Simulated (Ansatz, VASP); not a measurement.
# InAgTe2: VASP beside Ansatz

Contents of INCAR:

```
PREC = Accurate
ENCUT = 500
EDIFF = 1E-6
ISMEAR = -1
SIGMA = 0.02
LREAL = F
LASPH = T
NELM = 120
ALGO = Normal
ISIF = 2
LWAVE = F
LCHARG = F
GGA = PE
NBANDS = 46
GGA_COMPAT = F
```

Contents of KPOINTS:

```
regular mesh
0
Gamma
  4 4 4
```

Contents of POSCAR:

```
InAgTe2
1.0
   -3.2495328650      3.2495328650      6.4431505409
    3.2495328650     -3.2495328650      6.4431505409
    3.2495328650      3.2495328650     -6.4431505409
Ag Te In
2 4 2
Direct
    0.0000000000      0.0000000000      0.0000000000
    0.7500000000      0.2500000000      0.5000000000
    0.3750000000      0.3693298450      0.4943298450
    0.1193298450      0.6250000000     -0.0056701550
    0.8750000000      0.8806701550      0.5056701550
    0.6306701550      0.1250000000      0.0056701550
    0.5000000000      0.5000000000      0.0000000000
    0.2500000000      0.7500000000      0.5000000000
```

Input for Ansatz:

```yaml
crystal:
  lattice:
    - [-3.249532865, 3.249532865, 6.4431505409]
    - [3.249532865, -3.249532865, 6.4431505409]
    - [3.249532865, 3.249532865, -6.4431505409]
  atoms:
    - { symbol: Ag, position: [0.0, 0.0, 0.0] }
    - { symbol: Te, position: [0.375, 0.369329845, 0.494329845] }
    - { symbol: Ag, position: [0.75, 0.25, 0.5] }
    - { symbol: Te, position: [0.119329845, 0.625, -0.005670155] }
    - { symbol: In, position: [0.5, 0.5, 0.0] }
    - { symbol: Te, position: [0.875, 0.880670155, 0.505670155] }
    - { symbol: In, position: [0.25, 0.75, 0.5] }
    - { symbol: Te, position: [0.630670155, 0.125, 0.005670155] }
kpoints:
  mp_grid: { grid: [4, 4, 4] }
hamiltonian:
  xc: pbe
scf:
  occupations: { method: fermi_dirac, width: 0.02 }
  n_extra_bands: 6
output:
  forces: true
  stress: true
  eigenvalues: true
```

Alike in both runs: task single point; functional PBE; k mesh 4 × 4 × 4; occupations fermi-dirac, width 0.02 eV; no spin polarisation.

|  | VASP | Ansatz |
| --- | --- | --- |
| version | VASP 6.6.1 | Ansatz 0.2.0 |
| potentials or method | VASP PAW PBE potentials, release 64 (Ag, Te, In_d) | plane waves, PAW |
| plane-wave cutoff (eV) | 500 | 420 |
| valence electrons in the cell | 72 | 128 |

|  | VASP | Ansatz | Ansatz less VASP |
| --- | --- | --- | --- |
| pressure (GPa) | 1.2 | 1.2 | +0.03 |
| rms of the force components (eV/Å) | 0.016 | 0.013 | -0.0031 |

With one functional, cell and mesh, what is left measures potentials, basis and numerics. VASP's potentials hold 72 valence electrons a cell and Ansatz's 128, so a difference there can come from the potentials and not from the codes.

Neither program's run includes spin-orbit coupling.
